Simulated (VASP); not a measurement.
# CsGeF3 in VASP: settings compared, part 2 of 2

VASP 6.6.1.

## Step 3: Single point, r2SCAN

This run uses another cell than the first one, of 18.18 Å³/atom.

Input file POSCAR:

```
CsGeF3
1.0
    4.4965198475      0.0000000000      0.0000000000
    0.0000000000      4.4965198475      0.0000000000
    0.0000000000      0.0000000000      4.4965198475
Cs Ge F
1 1 3
Direct
    0.0000000000      0.0000000000      0.0000000000
    0.5000000000      0.5000000000      0.5000000000
    0.5000000000      0.5000000000      0.0000000000
    0.5000000000      0.0000000000      0.5000000000
    0.0000000000      0.5000000000      0.5000000000
```

Input file INCAR.step1:

```
PREC = Accurate
ENCUT = 520
ISMEAR = 0
SIGMA = 0.01
LREAL = False
LASPH = True
NELM = 100
NBANDS = 30
GGA = PE
ALGO = Normal
EDIFF = 1E-4
LWAVE = True
LCHARG = False
```

Input file INCAR.step2:

```
PREC = Accurate
ENCUT = 520
EDIFF = 1E-6
ISMEAR = 0
SIGMA = 0.01
LREAL = False
LASPH = True
NELM = 100
ALGO = Normal
ISIF = 2
LWAVE = False
LCHARG = False
METAGGA = R2SCAN
LMIXTAU = True
NBANDS = 30
ISTART = 1
```

Input file KPOINTS:

```
Automatic mesh
0
Gamma
  6 6 6
```

Potentials or basis: VASP PAW PBE potentials, release 64 (Cs_sv, Ge_d, F).

The run is started by

```bash
> cat potpaw_PBE.64/Cs_sv/POTCAR potpaw_PBE.64/Ge_d/POTCAR potpaw_PBE.64/F/POTCAR > POTCAR
> cp INCAR.step1 INCAR
> mpirun -np 1 vasp_std > vasp.out
> cp INCAR.step2 INCAR
> mpirun -np 1 vasp_std > vasp.out
```

OUTCAR:

```text
PREC = Accurate
   ENCUT = 520
   EDIFF = 1E-6
   ISMEAR = 0
   LREAL = False
   LASPH = True
   NELM = 100
   ISIF = 2
   METAGGA = R2SCAN
   ISTART = 1

 ion  position               nearest neighbor table
   1  0.000  0.000  0.000-
   2  0.500  0.500  0.500-   3 2.25   4 2.25   5 2.25   3 2.25   4 2.25   5 2.25
   3  0.500  0.500  0.000-   2 2.25   2 2.25
   4  0.500  0.000  0.500-   2 2.25   2 2.25
   5  0.000  0.500  0.500-   2 2.25   2 2.25

  LATTYP: Found a simple cubic cell.
 ALAT       =     4.4965198475

  Lattice vectors:

 A1 = (   4.4965198475,   0.0000000000,   0.0000000000)
 A2 = (   0.0000000000,   4.4965198475,   0.0000000000)
 A3 = (   0.0000000000,   0.0000000000,   4.4965198475)

Analysis of symmetry for initial positions (statically):
=====================================================================
 Subroutine PRICEL returns:
 Original cell was already a primitive cell.

 Routine SETGRP: Setting up the symmetry group for a
 simple cubic supercell.

 Subroutine GETGRP returns: Found 48 space group operations
 (whereof 48 operations were pure point group operations)
 out of a pool of 48 trial point group operations.

The static configuration has the point symmetry O_h .

Analysis of symmetry for dynamics (positions and initial velocities):
=====================================================================
 Subroutine PRICEL returns:
 Original cell was already a primitive cell.

 Routine SETGRP: Setting up the symmetry group for a
 simple cubic supercell.

 Subroutine GETGRP returns: Found 48 space group operations
 (whereof 48 operations were pure point group operations)
 out of a pool of 48 trial point group operations.

The dynamic configuration has the point symmetry O_h .

 Subroutine INISYM returns: Found 48 space group operations
 (whereof 48 operations are pure point group operations),
 and found     1 'primitive' translations

----------------------------------------------------------------------------------------

                                     Primitive cell

  volume of cell :      90.9137

  direct lattice vectors                    reciprocal lattice vectors
     4.496519848  0.000000000  0.000000000     0.222394215  0.000000000  0.000000000
     0.000000000  4.496519848  0.000000000     0.000000000  0.222394215  0.000000000
     0.000000000  0.000000000  4.496519848     0.000000000  0.000000000  0.222394215

  length of vectors
     4.496519848  4.496519848  4.496519848     0.222394215  0.222394215  0.222394215

  position of ions in fractional coordinates (direct lattice)
     0.000000000  0.000000000  0.000000000
     0.500000000  0.500000000  0.500000000
     0.500000000  0.500000000  0.000000000
     0.500000000  0.000000000  0.500000000
     0.000000000  0.500000000  0.500000000

  ion indices of the primitive-cell ions
   primitive index   ion index
                 1           1
                 2           2
                 3           3
                 4           4
                 5           5

----------------------------------------------------------------------------------------

 KPOINTS: Automatic mesh

Automatic generation of k-mesh.
 Grid dimensions read from file:
 generate k-points for:    6    6    6

 Generating k-lattice:

  Cartesian coordinates                     Fractional coordinates (reciprocal lattice)
     0.037065702  0.000000000  0.000000000     0.166666667  0.000000000  0.000000000
     0.000000000  0.037065702  0.000000000     0.000000000  0.166666667  0.000000000
     0.000000000  0.000000000  0.037065702     0.000000000  0.000000000  0.166666667

  Length of vectors
     0.037065702  0.037065702  0.037065702

  Shift w.r.t. Gamma in fractional coordinates (k-lattice)
     0.000000000  0.000000000  0.000000000

 Subroutine IBZKPT returns following result:
 ===========================================

 Found     20 irreducible k-points:

 Following reciprocal coordinates:
            Coordinates               Weight
  0.000000  0.000000  0.000000      1.000000
  0.166667  0.000000  0.000000      6.000000
  0.333333  0.000000  0.000000      6.000000
  0.500000  0.000000  0.000000      3.000000
  0.166667  0.166667  0.000000     12.000000
  0.333333  0.166667  0.000000     24.000000
[... 12 lines left out ...]
  0.500000  0.500000  0.333333      6.000000
  0.500000  0.500000  0.500000      1.000000
   k-points           NKPTS =     20   k-points in BZ     NKDIM =     20   number of bands    NBANDS=     30
   number of dos      NEDOS =    301   number of ions     NIONS =      5
   total plane-waves  NPLWV =  46656
   dimension x,y,z NGX =    36 NGY =   36 NGZ =   36
   dimension x,y,z NGXF=    72 NGYF=   72 NGZF=   72
   ions per type =               1   1   3
   NGX,Y,Z   is equivalent  to a cutoff of  13.31, 13.31, 13.31 a.u.
   NGXF,Y,Z  is equivalent  to a cutoff of  26.62, 26.62, 26.62 a.u.
 SYSTEM =  unknown system
   PREC   = accura    normal or accurate (medium, high low for compatibility)
   ISTART =      1    job   : 0-new  1-cont  2-samecut
   ICHARG =      0    charge: 1-file 2-atom 10-const
   ISPIN  =      1    spin polarized calculation?
   LNONCOLLINEAR =      F non collinear calculations
   LSORBIT =      F    spin-orbit coupling
   LASPH  =      T    aspherical Exc in radial PAW
   ENCUT  =  520.0 eV  38.22 Ry    6.18 a.u.   8.36  8.36  8.36*2*pi/ulx,y,z
   NELM   =    100;   NELMIN=  2; NELMDL=  0     # of ELM steps
   EDIFF  = 0.1E-05   stopping-criterion for ELM
   LREAL  =      F    real-space projection
   EDIFFG = 0.1E-04   stopping-criterion for IOM
   NSW    =      0    number of steps for IOM
   IBRION =     -1    ionic relax: 0-MD 1-quasi-New 2-CG
   NFREE  =      0    steps in history (QN), initial steepest desc. (CG)
   ISIF   =      2    stress and relaxation
   ISYM   =      2    0-nonsym 1-usesym 2-fastsym
   POTIM  = 0.5000    time-step for ionic-motion
   TEBEG  =    0.0;   TEEND  =   0.0 temperature during run
   PSTRESS=    0.0 pullay stress
   NELECT =      44.0000    total number of electrons
   NUPDOWN=      -1.0000    fix difference up-down
   EMIN   =  10.00;   EMAX   =-10.00  energy-range for DOS
   EFERMI =   0.00;   METHOD = LEGACY
   ISMEAR =     0;   SIGMA  =   0.01  broadening in eV -4-tet -1-fermi 0-gaus
   EFERMI_NEDOS =   21; number of points for ismear=-14 and -15
   IALGO  =     38    algorithm
   IMIX   =      4    mixing-type and parameters
     AMIX     =   0.40;   BMIX     =  1.00
     AMIX_MAG =   1.60;   BMIX_MAG =  1.00
  volume/ion in A,a.u.               =      18.18       122.70
  Fermi-wavevector in a.u.,A,eV,Ry     =   1.285334  2.428928 22.477948  1.652083
  Thomas-Fermi vector in A             =   2.417474
   LORBIT       =      0    0 simple, 1 ext, 2 COOP (PROOUT), +10 PAW based schemes
   METAGGA = R2SCAN    functional components
   LHFCALC =     F    Hartree Fock is set to
   AEXX    =    0.0000 exact exchange contribution
   IVDW    =     0    specifies the selected vdW correction
   LEPSILON=     F    determine dielectric tensor
   LRPA    =     F    only Hartree local field effects (RPA)
 non-spin polarized calculation
 Gauss-broadening in eV      SIGMA  =   0.01
  energy-cutoff  :      520.00
  volume of cell :       90.91
 maximum number of plane-waves:      2470
 NGX is ok and might be reduce to    36
   NGX = 17   NGY = 17   NGZ = 17

 number of electron      44.0000005 magnetization

 Free energy of the ion-electron system (eV)
  ---------------------------------------------------
  ext. energy  EPLUGINS =         0.00000000
  ---------------------------------------------------
  free energy    TOTEN  =       -60.40474045 eV

  energy without entropy =      -60.40474045  energy(sigma->0) =      -60.40474045

 E-fermi :   2.4774     XC(G=0):  -9.9375

 val. band max:        2.4366899708   @ k =   0.5000   0.5000   0.5000
 cond. band min:       4.5347109956   @ k =   0.5000   0.5000   0.5000
 fundamental gap:      2.0980210248
 Fermi energy:         2.4774289830

 k-point     1 :       0.0000    0.0000    0.0000
  band No.  band energies     occupation
      1     -23.6084      2.00000
      2     -23.6084      2.00000
      3     -23.4082      2.00000
      4     -23.4082      2.00000
      5     -23.4082      2.00000
      6     -22.6693      2.00000
[... 649 lines left out ...]
     29      12.0258      0.00000
     30      12.0258      0.00000

------------------------ aborting loop because EDIFF is reached ----------------------------------------

  FORCE on cell =-STRESS in cart. coord.  units (eV):
  Direction    XX          YY          ZZ          XY          YZ          ZX
  --------------------------------------------------------------------------------------
  -------------------------------------------------------------------------------------
  Total       -0.0515635     -0.0515635     -0.0515635      0.0000000      0.0000000     -0.0000000
  in kB       -0.9087052     -0.9087052     -0.9087052      0.0000000      0.0000000     -0.0000000
  external PRESSURE =      -0.9087052 kB  Pullay stress =       0.0000000 kB

 VOLUME and BASIS-vectors are now :
 -----------------------------------------------------------------------------
  energy-cutoff  :      520.00
  volume of cell :       90.91
      direct lattice vectors                 reciprocal lattice vectors
     4.496519848  0.000000000  0.000000000     0.222394215  0.000000000  0.000000000
     0.000000000  4.496519848  0.000000000     0.000000000  0.222394215  0.000000000
     0.000000000  0.000000000  4.496519848     0.000000000  0.000000000  0.222394215

 POSITION                                       TOTAL-FORCE (eV/Angst)
 -----------------------------------------------------------------------------------
      0.00000      0.00000      0.00000         0.000000      0.000000      0.000000
      2.24826      2.24826      2.24826         0.000000      0.000000      0.000000
      2.24826      2.24826      0.00000         0.000000      0.000000      0.000000
      2.24826      0.00000      2.24826         0.000000      0.000000      0.000000
      0.00000      2.24826      2.24826         0.000000      0.000000      0.000000
 -----------------------------------------------------------------------------------
    total drift:                                0.000000      0.000000      0.000000

  FREE ENERGIE OF THE ION-ELECTRON SYSTEM (eV)
  ---------------------------------------------------
  free  energy   TOTEN  =       -60.4047404532 eV

  energy  without entropy=      -60.4047404532  energy(sigma->0) =      -60.40474045
```

It took 78 s on 1 thread of Intel Xeon 6975P-C (Granite Rapids), shared host; peak memory 0.24 GiB.

Results:

```yaml
Free_energy: -60.4047 eV
Pressure: -0.1 GPa
Band_gap_on_the_k_mesh: 2.10 eV
```

Caveat: the PAW data sets were made with another functional, which shifts forces and pressure a little; spin-orbit coupling is left out, which moves the levels of the heavy elements.

## Step 4: Single point, PBE (uniaxial x strain -2.0%)

Input file INCAR:

```
ALGO = Normal ; EDIFF = 1E-6
ENCUT = 520 ; GGA = PE
ISIF = 2 ; ISMEAR = -1
LASPH = T ; LCHARG = F
LREAL = F ; LWAVE = F
NBANDS = 30 ; NELM = 60
PREC = Accurate ; SIGMA = 0.02
```

Input file KPOINTS:

```
k-points
0
Gamma
  6 6 6
```

Changes to POSCAR since step 3:

```diff
@@ -2,3 +2,3 @@
 1.0
-    4.4965198475      0.0000000000      0.0000000000
+    4.4065894506      0.0000000000      0.0000000000
     0.0000000000      4.4965198475      0.0000000000
```

Potentials or basis: VASP PAW PBE potentials, release 64 (Cs_sv, Ge_d, F).

The run is started by

```bash
> cat potpaw_PBE.64/Cs_sv/POTCAR potpaw_PBE.64/Ge_d/POTCAR potpaw_PBE.64/F/POTCAR > POTCAR
> mpirun -np 1 vasp_std > vasp.out
```

OUTCAR:

```text
EDIFF = 1E-6
   ENCUT = 520
   GGA = PE
   ISIF = 2
   ISMEAR = -1
   LASPH = T
   LREAL = F
   NELM = 60
   PREC = Accurate

 ion  position               nearest neighbor table
   1  0.000  0.000  0.000-
   2  0.500  0.500  0.500-   5 2.20   5 2.20   3 2.25   3 2.25   4 2.25   4 2.25
   3  0.500  0.500  0.000-   2 2.25   2 2.25
   4  0.500  0.000  0.500-   2 2.25   2 2.25
   5  0.000  0.500  0.500-   2 2.20   2 2.20

  LATTYP: Found a simple tetragonal cell.
[... 993 lines left out ...]
  Direction    XX          YY          ZZ          XY          YZ          ZX
  --------------------------------------------------------------------------------------
  -------------------------------------------------------------------------------------
  Total        2.4724316      1.7117547      1.7117547      0.0000000      0.0000000     -0.0000000
  in kB       44.4610020     30.7819754     30.7819754      0.0000000      0.0000000     -0.0000000
  external PRESSURE =      35.3416510 kB  Pullay stress =       0.0000000 kB

 VOLUME and BASIS-vectors are now :
 -----------------------------------------------------------------------------
  energy-cutoff  :      520.00
  volume of cell :       89.10
      direct lattice vectors                 reciprocal lattice vectors
     4.406589451  0.000000000  0.000000000     0.226932872  0.000000000  0.000000000
     0.000000000  4.496519848  0.000000000     0.000000000  0.222394215  0.000000000
     0.000000000  0.000000000  4.496519848     0.000000000  0.000000000  0.222394215

 POSITION                                       TOTAL-FORCE (eV/Angst)
 -----------------------------------------------------------------------------------
      0.00000      0.00000      0.00000         0.000000      0.000000      0.000000
      2.20329      2.24826      2.24826         0.000000      0.000000      0.000000
      2.20329      2.24826      0.00000         0.000000      0.000000      0.000000
      2.20329      0.00000      2.24826         0.000000      0.000000      0.000000
      0.00000      2.24826      2.24826         0.000000      0.000000      0.000000
 -----------------------------------------------------------------------------------
    total drift:                                0.000000      0.000000      0.000000

  FREE ENERGIE OF THE ION-ELECTRON SYSTEM (eV)
  ---------------------------------------------------
  free  energy   TOTEN  =       -22.4547472819 eV

  energy  without entropy=      -22.4547472818  energy(sigma->0) =      -22.45474728
```

OSZICAR:

```text
N       E                     dE             d eps       ncg     rms          rms(c)
DAV:   1     0.434098927814E+03    0.43410E+03   -0.22671E+04  3142   0.263E+03
DAV:   2     0.356966010471E+02   -0.39840E+03   -0.37798E+03  2918   0.764E+02
DAV:   3    -0.221058376393E+02   -0.57802E+02   -0.57366E+02  2738   0.159E+02
DAV:   4    -0.248951380124E+02   -0.27893E+01   -0.27866E+01  2866   0.399E+01
DAV:   5    -0.249492025395E+02   -0.54065E-01   -0.54059E-01  2698   0.572E+00    0.916E+00
DAV:   6    -0.224097918020E+02    0.25394E+01   -0.87868E+00  3084   0.316E+01    0.304E+00
DAV:   7    -0.224698626796E+02   -0.60071E-01   -0.12847E+00  2768   0.574E+00    0.198E+00
DAV:   8    -0.224566090437E+02    0.13254E-01   -0.14605E-01  2842   0.332E+00    0.515E-01
DAV:   9    -0.224537854050E+02    0.28236E-02   -0.28766E-02  3606   0.202E+00    0.119E-01
DAV:  10    -0.224546219107E+02   -0.83651E-03   -0.29893E-03  2934   0.432E-01    0.397E-02
DAV:  11    -0.224547461940E+02   -0.12428E-03   -0.20253E-04  2952   0.109E-01    0.170E-02
DAV:  12    -0.224547481140E+02   -0.19200E-05   -0.48899E-05  3020   0.503E-02    0.121E-02
DAV:  13    -0.224547472819E+02    0.83211E-06   -0.40526E-06  2454   0.229E-02
   1 F= -.22454747E+02 E0= -.22454747E+02  d E =-.345220E-10
```

It took 39 s on 1 thread of Intel Xeon 6975P-C (Granite Rapids), shared host; peak memory 0.26 GiB.

Results:

```
Free energy            : -22.4547 eV
Pressure               : 3.5 GPa
Band gap on the k mesh : 1.69 eV
```

Caveat: the cell differs from its parent crystal (uniaxial x strain -2.0%); the cell stands under pressure; spin-orbit coupling is left out, which moves the levels of the heavy elements. A k mesh can miss the band edges.

## Step 5: Overview

```tsv
level	cell	smearing	gap on the mesh (eV)	pressure (GPa)
r2SCAN	a = 4.429 Å, 5 atoms	gaussian 0.01 eV	1.86	2.8
r2SCAN	a = 4.497 Å, 5 atoms	gaussian 0.01 eV	2.10	-0.1
PBE	a = 4.407, b = 4.497, c = 4.497 Å, 5 atoms	fermi-dirac 0.02 eV	1.69	3.5
```

Alike in all rows: task single point; potentials or basis VASP PAW PBE potentials, release 64 (Cs_sv, Ge_d, F); no spin polarisation; k mesh 6 × 6 × 6; cutoff (eV) 520.

Caveats: spin-orbit coupling is left out, which moves the levels of the heavy elements; the PAW data sets were made with another functional, which shifts forces and pressure a little (at least some runs); the cell stands under pressure (at least some runs).

Total energies depend on the potentials used, so only differences within one code and one set of settings carry meaning.
